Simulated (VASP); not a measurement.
# SiC (R3m) in VASP: further runs

Runs on SiC. Level: PBEsol. Tasks: single point.

Everything below comes from runs of VASP 6.6.1. Logs are shortened: lines on timing, memory, paths and dates and some standing lists are left out, and cuts for length are marked.

## (1) The cell of the first run

Symmetry: R3m, No. 160, trigonal system. The conventional cell has a = 3.058 Å, b = 3.058 Å, c = 7.197 Å, α = 90.00°, β = 90.00°, γ = 120.00°. Si (site symmetry 3m) has 4 C at 1.80 to 1.86 Å within 2.4 Å. C (site symmetry 3m) has 4 Si at 1.80 to 1.86 Å within 2.4 Å.

## (2) Single point, PBEsol

File INCAR:

```
PREC = Accurate
ENCUT = 520
EDIFF = 1E-6
ISMEAR = 0
SIGMA = 0.05
LREAL = F
LASPH = T
NELM = 80
ALGO = Normal
ISIF = 2
LWAVE = F
LCHARG = F
GGA = PS
NBANDS = 11
```

File KPOINTS:

```
regular mesh
0
Gamma
  12 12 12
```

File POSCAR:

```
SiC
1.0
    0.0000000000      2.1626262526      2.1626262526
    2.1626262526      0.0000000000      2.1626262526
    2.1059654447      2.1059654447      0.0566608078
Si C
1 1
Direct
    0.0000000000      0.0000000000      0.0000000000
    0.7500000000      0.7500000000      0.7500000000
```

Potentials or basis: VASP PAW PBE potentials, release 64 (Si, C).

Launch:

```
cat potpaw_PBE.64/Si/POTCAR potpaw_PBE.64/C/POTCAR > POTCAR
mpirun -np 1 vasp_std > vasp.out
```

OUTCAR:

```text
PREC = Accurate
   ENCUT = 520
   EDIFF = 1E-6
   ISMEAR = 0
   LREAL = F
   LASPH = T
   NELM = 80
   ISIF = 2
   GGA = PS

 ion  position               nearest neighbor table
   1  0.000  0.000  0.000-   2 1.80   2 1.86   2 1.86   2 1.86
   2  0.750  0.750  0.750-   1 1.80   1 1.86   1 1.86   1 1.86

  LATTYP: Found a trigonal (rhomboedric) cell.
 ALAT       =     2.9788238209
 COS(alpha) =     0.4729239227

  Lattice vectors:

 A1 = (   2.1059654447,  -0.0566608079,  -2.1059654448)
 A2 = (  -0.0566608079,   2.1059654447,  -2.1059654448)
 A3 = (   2.1059654447,   2.1059654447,   0.0566608078)

Analysis of symmetry for initial positions (statically):
=====================================================================
 Subroutine PRICEL returns:
 Original cell was already a primitive cell.

 Routine SETGRP: Setting up the symmetry group for a
 trigonal (rhombohedral) supercell.

 Subroutine GETGRP returns: Found  6 space group operations
 (whereof  6 operations were pure point group operations)
 out of a pool of 12 trial point group operations.

The static configuration has the point symmetry C_3v.

Analysis of symmetry for dynamics (positions and initial velocities):
=====================================================================
 Subroutine PRICEL returns:
 Original cell was already a primitive cell.

 Routine SETGRP: Setting up the symmetry group for a
 trigonal (rhombohedral) supercell.

 Subroutine GETGRP returns: Found  6 space group operations
 (whereof  6 operations were pure point group operations)
 out of a pool of 12 trial point group operations.

The dynamic configuration has the point symmetry C_3v.

 Subroutine INISYM returns: Found  6 space group operations
 (whereof  6 operations are pure point group operations),
 and found     1 'primitive' translations

----------------------------------------------------------------------------------------

                                     Primitive cell

  volume of cell :      19.4340

  direct lattice vectors                    reciprocal lattice vectors
     0.000000000  2.162626253  2.162626253    -0.234352998  0.228047752  0.234352998
     2.162626253  0.000000000  2.162626253     0.228047752 -0.234352998  0.234352998
     2.105965445  2.105965445  0.056660808     0.240658244  0.240658244 -0.240658244

  length of vectors
     3.058415377  3.058415377  2.978823821     0.402303905  0.402303905  0.416832305

  position of ions in fractional coordinates (direct lattice)
[... 81 lines left out ...]
   EDIFFG = 0.1E-04   stopping-criterion for IOM
   NSW    =      0    number of steps for IOM
   IBRION =     -1    ionic relax: 0-MD 1-quasi-New 2-CG
   NFREE  =      0    steps in history (QN), initial steepest desc. (CG)
   ISIF   =      2    stress and relaxation
   ISYM   =      2    0-nonsym 1-usesym 2-fastsym
   POTIM  = 0.5000    time-step for ionic-motion
   TEBEG  =    0.0;   TEEND  =   0.0 temperature during run
   PSTRESS=    0.0 pullay stress
   NELECT =       8.0000    total number of electrons
   NUPDOWN=      -1.0000    fix difference up-down
   EMIN   =  10.00;   EMAX   =-10.00  energy-range for DOS
   EFERMI =   0.00;   METHOD = LEGACY
   ISMEAR =     0;   SIGMA  =   0.05  broadening in eV -4-tet -1-fermi 0-gaus
   EFERMI_NEDOS =   21; number of points for ismear=-14 and -15
   IALGO  =     38    algorithm
   IMIX   =      4    mixing-type and parameters
     AMIX     =   0.40;   BMIX     =  1.00
     AMIX_MAG =   1.60;   BMIX_MAG =  1.00
  volume/ion in A,a.u.               =       9.72        65.57
  Fermi-wavevector in a.u.,A,eV,Ry     =   1.217823  2.301351 20.178696  1.483092
  Thomas-Fermi vector in A             =   2.353130
   LORBIT       =      0    0 simple, 1 ext, 2 COOP (PROOUT), +10 PAW based schemes
   GGA     = PS    functional components
   LHFCALC =     F    Hartree Fock is set to
   AEXX    =    0.0000 exact exchange contribution
   IVDW    =     0    specifies the selected vdW correction
   LEPSILON=     F    determine dielectric tensor
   LRPA    =     F    only Hartree local field effects (RPA)
 non-spin polarized calculation
 Gauss-broadening in eV      SIGMA  =   0.05
  energy-cutoff  :      520.00
  volume of cell :       19.43
 maximum number of plane-waves:       537
   NGX = 11   NGY = 11   NGZ = 11

 number of electron       8.0000000 magnetization

 Free energy of the ion-electron system (eV)
  ---------------------------------------------------
  ext. energy  EPLUGINS =         0.00000000
  ---------------------------------------------------
  free energy    TOTEN  =       -15.81195543 eV

  energy without entropy =      -15.81195543  energy(sigma->0) =      -15.81195543

 E-fermi :   9.2207     XC(G=0): -11.7765

 val. band max:        8.9341825159   @ k =   0.0000   0.0000   0.0000
 cond. band min:       9.9219674098   @ k =   0.5000   0.5000  -0.0000
 fundamental gap:      0.9877848939
 Fermi energy:         9.2207439017

 k-point     1 :       0.0000    0.0000    0.0000
  band No.  band energies     occupation
      1      -7.1543      2.00000
      2       8.6917      2.00000
      3       8.6917      2.00000
      4       8.9342      2.00000
      5      15.3622      0.00000
      6      16.1445      0.00000
      7      16.1445      0.00000
      8      17.4878      0.00000
      9      23.6257      0.00000
     10      23.6257      0.00000
     11      26.0016      0.00000
[... 309 lines left out ...]
 k-point    24 :      -0.4167    0.1667    0.0000
  band No.  band energies     occupation
      1      -3.0926      2.00000
      2       0.3810      2.00000
      3       5.6154      2.00000
      4       7.3541      2.00000
      5      14.2018      0.00000
      6      16.9699      0.00000
      7      17.8997      0.00000
      8      20.3329      0.00000
      9      23.6319      0.00000
     10      24.9674      0.00000
     11      27.4956      0.00000

 [... further k-points ...]
[... 5 lines left out ...]
  --------------------------------------------------------------------------------------
  -------------------------------------------------------------------------------------
  Total        1.9938801      1.9938801      1.9938801      1.0826910     -1.0826910     -1.0826910
  in kB      164.3794149    164.3794149    164.3794149     89.2591818    -89.2591818    -89.2591818
  external PRESSURE =     164.3794149 kB  Pullay stress =       0.0000000 kB

 VOLUME and BASIS-vectors are now :
 -----------------------------------------------------------------------------
  energy-cutoff  :      520.00
  volume of cell :       19.43
      direct lattice vectors                 reciprocal lattice vectors
     0.000000000  2.162626253  2.162626253    -0.234352998  0.228047752  0.234352998
     2.162626253  0.000000000  2.162626253     0.228047752 -0.234352998  0.234352998
     2.105965445  2.105965445  0.056660808     0.240658244  0.240658244 -0.240658244

 POSITION                                       TOTAL-FORCE (eV/Angst)
 -----------------------------------------------------------------------------------
      0.00000      0.00000      0.00000        -0.380077     -0.380077      0.380077
      3.20144      3.20144      3.28643         0.380077      0.380077     -0.380077
 -----------------------------------------------------------------------------------
    total drift:                                0.000060      0.000060     -0.000061

  FREE ENERGIE OF THE ION-ELECTRON SYSTEM (eV)
  ---------------------------------------------------
  free  energy   TOTEN  =       -15.8119554297 eV

  energy  without entropy=      -15.8119554297  energy(sigma->0) =      -15.81195543
```

OSZICAR:

```text
N       E                     dE             d eps       ncg     rms          rms(c)
DAV:   1     0.219689498997E+01    0.21969E+01   -0.40202E+03  4369   0.619E+02
DAV:   2    -0.172426907348E+02   -0.19440E+02   -0.18343E+02  5163   0.109E+02
DAV:   3    -0.178071226042E+02   -0.56443E+00   -0.56342E+00  5141   0.152E+01
DAV:   4    -0.178090363343E+02   -0.19137E-02   -0.19136E-02  4798   0.113E+00
DAV:   5    -0.178090439615E+02   -0.76272E-05   -0.76272E-05  5098   0.662E-02    0.947E+00
DAV:   6    -0.159141027890E+02    0.18949E+01   -0.62319E+00  4677   0.114E+01    0.430E+00
DAV:   7    -0.158269115788E+02    0.87191E-01   -0.45875E-01  5027   0.379E+00    0.189E+00
DAV:   8    -0.158121229260E+02    0.14789E-01   -0.22967E-02  4764   0.969E-01    0.169E-01
DAV:   9    -0.158119194464E+02    0.20348E-03   -0.16895E-03  5099   0.229E-01    0.113E-01
DAV:  10    -0.158119542735E+02   -0.34827E-04   -0.11631E-04  4686   0.703E-02    0.289E-02
DAV:  11    -0.158119554191E+02   -0.11455E-05   -0.78476E-06  4974   0.178E-02    0.785E-03
DAV:  12    -0.158119554297E+02   -0.10650E-07   -0.78640E-07  2766   0.555E-03
   1 F= -.15811955E+02 E0= -.15811955E+02  d E =-.886325E-19
```

It took 22 s on 1 thread of Intel Xeon 6975P-C, shared host; peak memory 0.16 GiB.

Results:

```yaml
Free_energy: -15.8120 eV
Pressure: 16.4 GPa
Largest_force: 0.658 eV/Å
Band_gap_on_the_k_mesh: 0.99 eV, indirect (least direct gap 4.24 eV)
```

Forces in eV/Å, atoms in the order of the input:
```
Si  -0.380 -0.380  0.380
C    0.380  0.380 -0.380
```

Levels at points of the mesh, in eV from the valence-band top:
```
           k point  band 1  band 2  band 3  band 4  band 5  band 6  band 7  band 8
(0.00, 0.00, 0.00)  -16.09   -0.24   -0.24    0.00    6.43    7.21    7.21    8.55
(0.50, 0.00, 0.00)  -12.35   -9.14   -1.17   -1.12    5.95    7.06    7.70   10.20
(0.50, 0.50, 0.00)  -10.72   -8.19   -3.71   -3.25    0.99    4.31   14.31   14.53
(0.00, 0.00, 0.50)  -11.91   -9.01   -1.47   -1.47    5.20    6.88    6.88    9.87
```

Caveat: the PAW data sets were made with another functional, which shifts forces and pressure a little. A k mesh can miss the band edges.

## (3) Single point, PBEsol

This run uses another cell than the first one, of the same volume but with other edges.

File INCAR:

```
SYSTEM = SiC
ALGO = Normal
EDIFF = 1E-7
ENCUT = 520
GGA = PS
ISIF = 2
ISMEAR = 0
LASPH = .TRUE.
LCHARG = .FALSE.
LREAL = .FALSE.
LWAVE = .FALSE.
NBANDS = 11
NELM = 60
PREC = Accurate
SIGMA = 0.05
```

File KPOINTS:

```
k-points
0
G
  12 12 12
  0 0 0
```

File POSCAR:

```
SiC
1.0
    0.0000000000      2.1055928542      2.1055928542
    2.1055928542      0.0000000000      2.1055928542
    2.1630053527      2.1630053527     -0.0574124985
Si C
1 1
Direct
    0.0000000000      0.0000000000      0.0000000000
    0.7500000000      0.7500000000      0.7500000000
```

Potentials or basis: VASP PAW PBE potentials, release 64 (Si, C).

Launch:

```
cat potpaw_PBE.64/Si/POTCAR potpaw_PBE.64/C/POTCAR > POTCAR
mpirun -np 1 vasp_std > vasp.out
```

Wall time 30 s (1 thread of Intel Xeon 6975P-C, shared host); peak memory 0.16 GiB.

The run converged. Its results:

| Item | Value |
| --- | --- |
| Free energy | -15.8137 eV |
| Pressure | 16.4 GPa |
| Largest force | 0.478 eV/Å |
| Band gap on the k mesh | 1.05 eV, indirect (least direct gap 4.25 eV) |

Forces on the atoms (eV/Å):
```
Si   0.276  0.276 -0.276
C   -0.276 -0.276  0.276
```

Stress tensor (GPa, compression positive):
```
16.41 -8.38  8.38
-8.38 16.41  8.38
 8.38  8.38 16.41
```

Levels at points of the mesh, in eV from the valence-band top:
```csv
k point,band 2,band 3,band 4,band 5,band 6,band 7
"(0.00, 0.00, 0.00)",-0.29,0.00,0.00,6.11,7.68,7.93
"(0.50, 0.00, 0.00)",-9.02,-1.27,-1.21,5.59,6.93,7.50
"(0.50, 0.50, 0.00)",-8.13,-3.63,-3.20,1.05,4.37,14.42
"(0.00, 0.00, 0.50)",-9.12,-0.92,-0.92,6.46,7.67,7.67
```

Caveat: the PAW data sets were made with another functional, which shifts forces and pressure a little.

(Continued in part 2 of 3.)
